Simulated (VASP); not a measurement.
Input of a VASP 6.6.1 run:

Contents of INCAR:

```
SYSTEM = SnTe
PREC     = Accurate       ! precision mode
ENCUT    = 520            ! plane-wave cutoff, eV
EDIFF    = 1E-8           ! SCF threshold, eV
ISMEAR   = -1             ! smearing method
SIGMA    = 0.08           ! smearing width, eV
LREAL    = .False.        ! projectors in reciprocal space
LASPH    = .True.         ! aspherical terms in the spheres
NELM     = 100            ! most SCF steps
ALGO     = Normal         ! electronic algorithm
ISIF     = 2              ! what is computed and relaxed
LWAVE    = .False.        ! write WAVECAR
LCHARG   = .False.        ! write CHGCAR
LEFG     = .True.       
NBANDS   = 17             ! bands
```

Contents of KPOINTS:

```
regular mesh
0
Gamma
  11 11 11
  0 0 0
```

The input POSCAR:

```
SnTe
1.0
    0.0000000000      3.1299735358      3.1299735358
    3.1299735358      0.0000000000      3.1299735358
    3.1299735358      3.1299735358      0.0000000000
Sn Te
1 1
Direct
    0.0000000000      0.0000000000      0.0000000000
    0.5000000000      0.5000000000      0.5000000000
```

Potentials or basis: VASP PAW LDA potentials, release 64 (Sn_d, Te).

The run is started by

```sh
$ cat potpaw_LDA.64/Sn_d/POTCAR potpaw_LDA.64/Te/POTCAR > POTCAR
$ mpirun -np 1 vasp_std > vasp.out
```

Estimate the pressure.

-0.5 GPa.

Caveat: without QUAD_EFG the Cq values of the log hold for a quadrupole moment of 1 mb, not for the nuclei.
